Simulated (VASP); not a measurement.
## Ru: single point with r2SCAN

Crystal: Ru.

```
CELL_PARAMETERS angstrom
5.41160 0.00000 0.00000
-2.70580 4.68658 0.00000
0.00000 0.00000 8.56380
ATOMIC_POSITIONS crystal
Ru 0.16667 0.33333 0.12500
Ru 0.33333 0.16667 0.37500
Ru 0.16667 0.33333 0.62500
Ru 0.33333 0.16667 0.87500
Ru 0.16667 0.83333 0.12500
Ru 0.33333 0.66667 0.37500
Ru 0.16667 0.83333 0.62500
Ru 0.33333 0.66667 0.87500
Ru 0.66667 0.33333 0.12500
Ru 0.83333 0.16667 0.37500
Ru 0.66667 0.33333 0.62500
Ru 0.83333 0.16667 0.87500
Ru 0.66667 0.83333 0.12500
Ru 0.83333 0.66667 0.37500
Ru 0.66667 0.83333 0.62500
Ru 0.83333 0.66667 0.87500
```

```
Program             : VASP 6.6.1
Task                : single point
Functional          : r2SCAN
Potentials or basis : VASP PAW PBE potentials, release 64 (Ru_pv)
Cutoff              : 550 eV
k mesh              : 3 × 3 × 2
Occupations         : fermi-dirac, width 0.05 eV
Spin                : no spin polarisation
```

The pressure is 0.3 GPa and the band gap on the k mesh is zero (bands 112 and 113 overlap by 0.89 eV).

Stress tensor (GPa, compression positive):
```
 2.52  0.00  0.00
 0.00  2.52  0.00
 0.00  0.00 -4.09
```

Levels at points of the mesh, in eV from the Fermi level:
```
           k point  band 108  band 109  band 110  band 111  band 112  band 113  band 114  band 115  band 116  band 117
(0.00, 0.00, 0.00)      0.22      0.22      0.22      0.32      0.32      0.32      0.32      0.98      0.98      1.11
(0.00, 0.00, 0.50)      0.55      0.55      0.55      0.56      0.56      0.56      0.56      0.56      0.56      0.95
```

Wall time 5.4 min on 1 thread of AMD EPYC 9R45 96-Core Processor (Zen 5), with other jobs on the host, peak memory 0.4 GiB.

Caveat: the k points lie up to 0.45 Å⁻¹ apart, too coarse for converged energies and pressures of a metal; the PAW data sets were made with another functional, which shifts forces and pressure a little.
